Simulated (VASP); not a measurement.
# TaN in VASP: further runs

TaN is run at these levels: PBE, PBEsol; tasks: single point.

All numbers are computed with VASP 6.6.1; they aren't measurements. Logs are shortened: lines on timing, memory, paths and dates and some standing lists are left out, and cuts for length are marked.

## Step 1: The cell of the first run

The typed cell holds 4 atoms: a = 3.399 Å, b = 3.399 Å, c = 4.977 Å, α = 90.00°, β = 90.00°, γ = 90.00°.

## Step 2: Single point, PBE (atoms moved at random)

The input, INCAR:

```
SYSTEM = TaN
PREC = Accurate
ENCUT = 520
EDIFF = 1E-6
ISMEAR = -1
SIGMA = 0.05
LREAL = .False.
LASPH = .True.
NELM = 80
ALGO = Normal
ISIF = 2
LWAVE = .False.
LCHARG = .False.
GGA = PE
NBANDS = 24
```

The input, KPOINTS:

```
Automatic mesh
0
Gamma
  8 8 6
  0 0 0
```

The input, POSCAR:

```
TaN
1.0
    3.3991219400      0.0000000000      0.0000000000
    0.0000000000      3.3991219400      0.0000000000
    0.0000000000      0.0000000000      4.9769636900
Ta N
2 2
Direct
   -0.0018300000      0.0008840000     -0.0042540000
    0.4996710000      0.5068450000      0.0016670000
    0.5051350000     -0.0036590000      0.2676070000
   -0.0020340000      0.5003190000      0.7254990000
```

Potentials or basis: VASP PAW PBE potentials, release 64 (Ta_pv, N).

Command:

```
cat potpaw_PBE.64/Ta_pv/POTCAR potpaw_PBE.64/N/POTCAR > POTCAR
mpirun -np 1 vasp_std > vasp.out
```

OUTCAR:

```text
SYSTEM = TaN
   PREC = Accurate
   ENCUT = 520
   EDIFF = 1E-6
   ISMEAR = -1
   LREAL = .False.
   LASPH = .True.
   NELM = 80
   ISIF = 2
   GGA = PE

 ion  position               nearest neighbor table
   1  0.998  0.001  0.996-   3 2.15   4 2.17   4 2.17   3 2.19   2 2.39   2 2.39   2 2.41   2 2.42

   2  0.500  0.507  0.002-   3 2.13   4 2.18   3 2.18   4 2.19   1 2.39   1 2.39   1 2.41   1 2.42

   3  0.505  0.996  0.268-   2 2.13   1 2.15   2 2.18   1 2.19
   4  0.998  0.500  0.725-   1 2.17   1 2.17   2 2.18   2 2.19

  LATTYP: Found a simple tetragonal cell.
 ALAT       =     3.3991219400
 C/A-ratio  =     1.4641909816

  Lattice vectors:

 A1 = (   3.3991219400,   0.0000000000,   0.0000000000)
 A2 = (   0.0000000000,   3.3991219400,   0.0000000000)
 A3 = (   0.0000000000,   0.0000000000,   4.9769636900)

Analysis of symmetry for initial positions (statically):
=====================================================================
 Subroutine PRICEL returns:
 Original cell was already a primitive cell.

 Routine SETGRP: Setting up the symmetry group for a
 simple tetragonal supercell.

 Subroutine GETGRP returns: Found  1 space group operations
 (whereof  1 operations were pure point group operations)
 out of a pool of 16 trial point group operations.

The static configuration has the point symmetry C_1 .

Analysis of symmetry for dynamics (positions and initial velocities):
=====================================================================
 Subroutine PRICEL returns:
 Original cell was already a primitive cell.

 Routine SETGRP: Setting up the symmetry group for a
 simple tetragonal supercell.

 Subroutine GETGRP returns: Found  1 space group operations
 (whereof  1 operations were pure point group operations)
 out of a pool of 16 trial point group operations.

The dynamic configuration has the point symmetry C_1 .

 Subroutine INISYM returns: Found  1 space group operations
 (whereof  1 operations are pure point group operations),
 and found     1 'primitive' translations

----------------------------------------------------------------------------------------

                                     Primitive cell

  volume of cell :      57.5040

  direct lattice vectors                    reciprocal lattice vectors
     3.399121940  0.000000000  0.000000000     0.294193623  0.000000000  0.000000000
     0.000000000  3.399121940  0.000000000     0.000000000  0.294193623  0.000000000
     0.000000000  0.000000000  4.976963690     0.000000000  0.000000000  0.200925717

  length of vectors
     3.399121940  3.399121940  4.976963690     0.294193623  0.294193623  0.200925717

  position of ions in fractional coordinates (direct lattice)
     0.998170000  0.000884000  0.995746000
     0.499671000  0.506845000  0.001667000
     0.505135000  0.996341000  0.267607000
     0.997966000  0.500319000  0.725499000

  ion indices of the primitive-cell ions
   primitive index   ion index
                 1           1
                 2           2
                 3           3
                 4           4

----------------------------------------------------------------------------------------

 KPOINTS: Automatic mesh

Automatic generation of k-mesh.
 Grid dimensions read from file:
 generate k-points for:    8    8    6

 Generating k-lattice:

  Cartesian coordinates                     Fractional coordinates (reciprocal lattice)
     0.036774203  0.000000000  0.000000000     0.125000000  0.000000000  0.000000000
     0.000000000  0.036774203  0.000000000     0.000000000  0.125000000  0.000000000
     0.000000000  0.000000000  0.033487620     0.000000000  0.000000000  0.166666667

  Length of vectors
     0.036774203  0.036774203  0.033487620

  Shift w.r.t. Gamma in fractional coordinates (k-lattice)
     0.000000000  0.000000000  0.000000000

 Subroutine IBZKPT returns following result:
 ===========================================

 Found    196 irreducible k-points:

 Following reciprocal coordinates:
            Coordinates               Weight
  0.000000  0.000000  0.000000      1.000000
  0.125000  0.000000  0.000000      2.000000
  0.000000  0.125000  0.000000      2.000000
  0.250000  0.000000  0.000000      2.000000
  0.000000  0.250000  0.000000      2.000000
  0.375000  0.000000  0.000000      2.000000
[... 16 lines left out ...]
 -0.250000  0.250000  0.000000      2.000000
  0.375000  0.250000  0.000000      2.000000
 [... further k-points ...]
   k-points           NKPTS =    196   k-points in BZ     NKDIM =    196   number of bands    NBANDS=     24
   number of dos      NEDOS =    301   number of ions     NIONS =      4
   total plane-waves  NPLWV =  31360
   dimension x,y,z NGX =    28 NGY =   28 NGZ =   40
   dimension x,y,z NGXF=    56 NGYF=   56 NGZF=   80
   ions per type =               2   2
   NGX,Y,Z   is equivalent  to a cutoff of  13.69, 13.69, 13.36 a.u.
   NGXF,Y,Z  is equivalent  to a cutoff of  27.39, 27.39, 26.72 a.u.
 SYSTEM =  TaN
   PREC   = accura    normal or accurate (medium, high low for compatibility)
   ISTART =      0    job   : 0-new  1-cont  2-samecut
   ICHARG =      2    charge: 1-file 2-atom 10-const
   ISPIN  =      1    spin polarized calculation?
   LNONCOLLINEAR =      F non collinear calculations
   LSORBIT =      F    spin-orbit coupling
   LASPH  =      T    aspherical Exc in radial PAW
   ENCUT  =  520.0 eV  38.22 Ry    6.18 a.u.   6.32  6.32  9.25*2*pi/ulx,y,z
   NELM   =     80;   NELMIN=  2; NELMDL= -5     # of ELM steps
   EDIFF  = 0.1E-05   stopping-criterion for ELM
   LREAL  =      F    real-space projection
   EDIFFG = 0.1E-04   stopping-criterion for IOM
   NSW    =      0    number of steps for IOM
   IBRION =     -1    ionic relax: 0-MD 1-quasi-New 2-CG
   NFREE  =      0    steps in history (QN), initial steepest desc. (CG)
   ISIF   =      2    stress and relaxation
   ISYM   =      2    0-nonsym 1-usesym 2-fastsym
   POTIM  = 0.5000    time-step for ionic-motion
   TEBEG  =    0.0;   TEEND  =   0.0 temperature during run
   PSTRESS=    0.0 pullay stress
   NELECT =      32.0000    total number of electrons
   NUPDOWN=      -1.0000    fix difference up-down
   EMIN   =  10.00;   EMAX   =-10.00  energy-range for DOS
   EFERMI =   0.00;   METHOD = LEGACY
   ISMEAR =    -1;   SIGMA  =   0.05  broadening in eV -4-tet -1-fermi 0-gaus
   EFERMI_NEDOS =   21; number of points for ismear=-14 and -15
   IALGO  =     38    algorithm
   IMIX   =      4    mixing-type and parameters
     AMIX     =   0.40;   BMIX     =  1.00
     AMIX_MAG =   1.60;   BMIX_MAG =  1.00
  volume/ion in A,a.u.               =      14.38        97.01
  Fermi-wavevector in a.u.,A,eV,Ry     =   1.346559  2.544628 24.670385  1.813222
  Thomas-Fermi vector in A             =   2.474381
   LORBIT       =      0    0 simple, 1 ext, 2 COOP (PROOUT), +10 PAW based schemes
   GGA     = PE    functional components
   LHFCALC =     F    Hartree Fock is set to
   AEXX    =    0.0000 exact exchange contribution
   IVDW    =     0    specifies the selected vdW correction
   LEPSILON=     F    determine dielectric tensor
   LRPA    =     F    only Hartree local field effects (RPA)
 non-spin polarized calculation
  energy-cutoff  :      520.00
  volume of cell :       57.50
 maximum number of plane-waves:      1570
 NGX is ok and might be reduce to    28
   NGX = 13   NGY = 13   NGZ = 19

 number of electron      32.0000000 magnetization

 Free energy of the ion-electron system (eV)
  ---------------------------------------------------
  ext. energy  EPLUGINS =         0.00000000
  ---------------------------------------------------
  free energy    TOTEN  =       -35.91362009 eV

  energy without entropy =      -35.89202532  energy(sigma->0) =      -35.90282270

 E-fermi :   3.6943     XC(G=0): -11.0832

 val. band max:        3.6913708482   @ k =   0.5000   0.5000   0.1667
 cond. band min:       3.6962856604   @ k =   0.5000   0.2500   0.5000
 fundamental gap:      0.0049148122
 Fermi energy:         3.6943110204

 k-point     1 :       0.0000    0.0000    0.0000
  band No.  band energies     occupation
      1     -31.8651      2.00000
      2     -31.8608      2.00000
      3     -30.8040      2.00000
      4     -29.7954      2.00000
      5     -28.9729      2.00000
      6     -28.9692      2.00000
[... 16 lines left out ...]
     23      10.0727      0.00000
     24      12.8562      0.00000

 k-point     2 :       0.1250    0.0000    0.0000
  band No.  band energies     occupation
      1     -31.7943      2.00000
      2     -31.7692      2.00000
      3     -30.7641      2.00000
      4     -29.8320      2.00000
      5     -29.1333      2.00000
      6     -29.1049      2.00000
[... 16 lines left out ...]
     23      10.2293      0.00000
     24      12.3629      0.00000

 k-point     3 :       0.0000    0.1250    0.0000
  band No.  band energies     occupation
      1     -31.7929      2.00000
      2     -31.7719      2.00000
      3     -30.7630      2.00000
      4     -29.8325      2.00000
      5     -29.1366      2.00000
      6     -29.1022      2.00000
[... 16 lines left out ...]
     23      10.2832      0.00000
     24      12.4033      0.00000
[... 514 lines left out ...]
 k-point    23 :      -0.2500    0.2500    0.0000
  band No.  band energies     occupation
      1     -32.1853      2.00000
      2     -30.8994      2.00000
      3     -30.5384      2.00000
      4     -30.3607      2.00000
      5     -30.0283      2.00000
      6     -28.7908      2.00000
[... 16 lines left out ...]
     23       9.1860      0.00000
     24      10.7338      0.00000

 k-point    24 :       0.3750    0.2500    0.0000
  band No.  band energies     occupation
      1     -32.1886      2.00000
      2     -31.5170      2.00000
      3     -30.4117      2.00000
      4     -30.1367      2.00000
      5     -29.7477      2.00000
      6     -28.8730      2.00000
[... 16 lines left out ...]
     23      10.3254      0.00000
     24      10.5582      0.00000

 [... further k-points ...]

------------------------ aborting loop because EDIFF is reached ----------------------------------------

  FORCE on cell =-STRESS in cart. coord.  units (eV):
  Direction    XX          YY          ZZ          XY          YZ          ZX
  --------------------------------------------------------------------------------------
  -------------------------------------------------------------------------------------
  Total       23.4718186     23.4079534     -7.1023806      0.0257191      0.3102276     -0.3474051
  in kB      653.9723097    652.1928970   -197.8866788      0.7165858      8.6435693     -9.6794092
  external PRESSURE =     369.4261760 kB  Pullay stress =       0.0000000 kB

 VOLUME and BASIS-vectors are now :
 -----------------------------------------------------------------------------
  energy-cutoff  :      520.00
  volume of cell :       57.50
      direct lattice vectors                 reciprocal lattice vectors
     3.399121940  0.000000000  0.000000000     0.294193623  0.000000000  0.000000000
     0.000000000  3.399121940  0.000000000     0.000000000  0.294193623  0.000000000
     0.000000000  0.000000000  4.976963690     0.000000000  0.000000000  0.200925717

 POSITION                                       TOTAL-FORCE (eV/Angst)
 -----------------------------------------------------------------------------------
      3.39290      0.00300      4.95579         0.360017      0.793678     -0.444382
      1.69844      1.72283      0.00830        -0.215655     -1.106315      0.231651
      1.71702      3.38668      1.33187        -0.204911      0.286673     -2.673742
      3.39221      1.70065      3.61078         0.060550      0.025964      2.886473
 -----------------------------------------------------------------------------------
    total drift:                                0.000181     -0.000316     -0.000253

  FREE ENERGIE OF THE ION-ELECTRON SYSTEM (eV)
  ---------------------------------------------------
  free  energy   TOTEN  =       -35.9136200877 eV

  energy  without entropy=      -35.8920253200  energy(sigma->0) =      -35.90282270
```

Run time: 6.4 min. Hardware: 1 thread of Intel Xeon 8259CL, shared host; peak memory 0.35 GiB.

What came out:

| Quantity | Value |
| --- | --- |
| Free energy | -35.9136 eV |
| Pressure | 36.9 GPa |
| Largest force | 2.887 eV/Å |
| Band gap on the k mesh | zero (bands 16 and 17 overlap by 1.98 eV) |

Forces on the atoms (eV/Å):
```
Ta   0.360  0.794 -0.444
Ta  -0.216 -1.106  0.232
N   -0.205  0.287 -2.674
N    0.061  0.026  2.886
```

Stress tensor (GPa, compression positive):
```
 65.40   0.07  -0.97
  0.07  65.22   0.86
 -0.97   0.86 -19.79
```

Caveat: the cell differs from its parent crystal (atoms moved at random); the cell stands under pressure; spin-orbit coupling is left out, which moves the levels of the heavy elements; forces of over 1 eV/Å act on the atoms, so gaps and moduli don't describe the material at rest.

## Step 3: Single point, PBEsol, non-collinear spin, zero start, spin-orbit coupling

The input, INCAR:

```
PREC = Accurate
ENCUT = 520
EDIFF = 1E-6
ISMEAR = -1
SIGMA = 0.05
LREAL = False
LASPH = True
NELM = 150
ALGO = Normal
ISIF = 2
LWAVE = False
LCHARG = True
MAGMOM = 0 0 0 0 0 0 0 0 0 0 0 0
LORBIT = 11
LSORBIT = True
GGA_COMPAT = False
LORBMOM = True
LMAXMIX = 4
GGA = PS
LVHAR = True
NBANDS = 46
```

The input, KPOINTS:

```
Automatic mesh
0
Gamma
  8 8 6
```

The input, POSCAR:

```
TaN
1.0
    3.3991219400      0.0000000000      0.0000000000
    0.0000000000      3.3991219400      0.0000000000
    0.0000000000      0.0000000000      4.9769636900
Ta N
2 2
Direct
    0.0000000000      0.0000000000      0.0000000000
    0.5000000000      0.5000000000      0.0000000000
    0.5000000000      0.0000000000      0.2670000000
    0.0000000000      0.5000000000      0.7330000000
```

Potentials or basis: VASP PAW PBE potentials, release 64 (Ta_pv, N).

Command:

```
cat potpaw_PBE.64/Ta_pv/POTCAR potpaw_PBE.64/N/POTCAR > POTCAR
mpirun -np 1 vasp_ncl > vasp.out
```

OUTCAR:

```text
PREC = Accurate
   ENCUT = 520
   EDIFF = 1E-6
   ISMEAR = -1
   LREAL = False
   LASPH = True
   NELM = 150
   ISIF = 2
   LORBIT = 11
   LSORBIT = True
   GGA = PS

 ion  position               nearest neighbor table
   1  0.000  0.000  0.000-   3 2.16   4 2.16   4 2.16   3 2.16   2 2.40   2 2.40   2 2.40   2 2.40

   2  0.500  0.500  0.000-   3 2.16   4 2.16   3 2.16   4 2.16   1 2.40   1 2.40   1 2.40   1 2.40

   3  0.500  0.000  0.267-   1 2.16   2 2.16   2 2.16   1 2.16
   4  0.000  0.500  0.733-   1 2.16   2 2.16   1 2.16   2 2.16

[... 1492 lines left out ...]
     0.0000000     0.0000000     0.0000000     0.0000000     0.0000000     0.0000000     0.0000000
     0.0000000     0.0000000     0.0000000     0.0000000     0.0000000     0.0000000     0.0000000
     0.0000000     0.0000000     0.0000000     0.0000000     0.0000000     0.0000000     0.0000000
     0.0000000     0.0000000     0.0000000     0.0000000     0.0000000     0.0000000     0.0000000
     0.0000000     0.0000000     0.0000000     0.0000000     0.0000000     0.0000000     0.0000000

 total charge

# of ion       s       p       d       tot
------------------------------------------
    1        0.382   6.277   2.869   9.527
    2        0.382   6.277   2.869   9.527
    3        1.274   2.337   0.000   3.611
    4        1.274   2.337   0.000   3.611
--------------------------------------------------
tot          3.311  17.227   5.738  26.276

 magnetization (x)

# of ion       s       p       d       tot
------------------------------------------
    1        0.000   0.000   0.000   0.000
    2        0.000   0.000   0.000   0.000
    3        0.000   0.000   0.000   0.000
    4        0.000   0.000   0.000   0.000
--------------------------------------------------
tot          0.000   0.000   0.000   0.000

 magnetization (y)

# of ion       s       p       d       tot
------------------------------------------
    1        0.000   0.000  -0.000  -0.000
    2        0.000   0.000   0.000   0.000
    3        0.000  -0.000   0.000  -0.000
    4        0.000  -0.000   0.000  -0.000
--------------------------------------------------
tot          0.000  -0.000  -0.000  -0.000

 magnetization (z)

# of ion       s       p       d       tot
------------------------------------------
    1        0.000   0.000  -0.000  -0.000
    2        0.000   0.000  -0.000  -0.000
    3        0.000   0.000   0.000   0.000
    4        0.000   0.000   0.000   0.000
--------------------------------------------------
tot          0.000   0.000  -0.000  -0.000
```

OSZICAR:

```text
N       E                     dE             d eps       ncg     rms          rms(c)
DAV:   1     0.314422073603E+03    0.31442E+03   -0.17253E+04  5520   0.141E+03
DAV:   2    -0.222094280634E+02   -0.33663E+03   -0.32027E+03  6320   0.428E+02
DAV:   3    -0.430147693102E+02   -0.20805E+02   -0.20211E+02  6694   0.103E+02
DAV:   4    -0.435006165435E+02   -0.48585E+00   -0.48187E+00  6750   0.161E+01
DAV:   5    -0.435119050568E+02   -0.11289E-01   -0.11277E-01  6630   0.219E+00    0.369E+01
DAV:   6    -0.409300079180E+02    0.25819E+01   -0.16085E+01  6700   0.269E+01    0.187E+01
DAV:   7    -0.401401119562E+02    0.78990E+00   -0.39389E+00  6664   0.143E+01    0.125E+01
DAV:   8    -0.399419203222E+02    0.19819E+00   -0.53692E-01  6624   0.614E+00    0.109E+00
DAV:   9    -0.399358853169E+02    0.60350E-02   -0.79271E-02  6564   0.185E+00    0.480E-01
DAV:  10    -0.399349299309E+02    0.95539E-03   -0.66977E-03  6602   0.638E-01    0.209E-01
DAV:  11    -0.399351056213E+02   -0.17569E-03   -0.11021E-03  6738   0.225E-01    0.697E-02
DAV:  12    -0.399350260186E+02    0.79603E-04   -0.38232E-04  6598   0.128E-01    0.275E-02
DAV:  13    -0.399350407231E+02   -0.14704E-04   -0.46286E-05  6598   0.506E-02    0.121E-02
DAV:  14    -0.399350406525E+02    0.70501E-07   -0.16765E-06  5694   0.114E-02
   1 F= -.39935041E+02 E0= -.39924045E+02  d E =-.219918E-01  mag=    -0.0000     0.0000     0.0000
```

stdout:

```text
POSCAR found type information on POSCAR TaN
 POSCAR found :  2 types and       4 ions
 scaLAPACK will be used
 -----------------------------------------------------------------------------
|                                                                             |
|                                                                             |
|     You enforced a specific xc type in the INCAR file but a different       |
|     I HOPE YOU KNOW WHAT YOU ARE DOING!                                     |
|                                                                             |
 -----------------------------------------------------------------------------

 LDA part: xc-table for (Slater+PW92), standard interpolation
 POSCAR, INCAR and KPOINTS ok, starting setup
 FFT: planning ... GRIDC
 FFT: planning ... GRID_SOFT
 FFT: planning ... GRID
 WAVECAR not read
 entering main loop
```

Wall time 5.3 min (1 thread of Intel Xeon Platinum 8259CL at 2.50GHz (Skylake/Cascade Lake), shared host); peak memory 0.43 GiB.

What came out:

| Property | Result |
| --- | --- |
| Free energy | -39.9350 eV |
| Pressure | 32.1 GPa |
| Largest force | 2.877 eV/Å |
| Net moment | 0.00 μB per cell |
| Valence electrons inside the program's atomic spheres | Ta 9.53; N 3.61 |

Forces on the atoms (eV/Å):
```
Ta   0.000  0.000  0.000
Ta   0.000  0.000  0.000
N    0.000  0.000 -2.877
N    0.000  0.000  2.877
```

Moments on the atoms (μB; x, y, z):
```
Ta  0.00 0.00 0.00
Ta  0.00 0.00 0.00
N   0.00 0.00 0.00
N   0.00 0.00 0.00
```

Caveat: the cell stands under pressure; the PAW data sets were made with another functional, which shifts forces and pressure a little.
